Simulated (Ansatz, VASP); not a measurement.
# Pb: VASP beside Ansatz

```
CELL_PARAMETERS angstrom
5.50125 0.00000 0.00000
-2.75063 4.76423 0.00000
0.00000 0.00000 3.34233
ATOMIC_POSITIONS crystal
Pb 0.00000 0.00000 0.00000
Pb 0.33333 0.66667 0.50000
Pb 0.66667 0.33333 0.50000
```

Alike in both runs: functional LDA; k mesh 7 × 7 × 9; occupations fermi-dirac, width 0.1 eV; no spin polarisation.

Ansatz relaxed the structure, and its values are those at the end. VASP's run is a single point on that final structure, the one shown.

```csv
,VASP,Ansatz
version,VASP 6.6.1,Ansatz 0.2.0
potentials or method,"VASP PAW LDA potentials, release 64 (Pb_d), cutoff 520 eV","plane waves (420 eV) with PAW, scalar-relativistic"
valence electrons in the cell,42,42
```

```tsv
	VASP	Ansatz	Ansatz less VASP
pressure (GPa)	0.0	0.0	-0.05
```

Ansatz warns that its potentials were made for another functional, while VASP's fit it. LDA's correlation is that of Perdew and Zunger in VASP and of Perdew and Wang (1992) in Ansatz.

Neither program's run includes spin-orbit coupling.
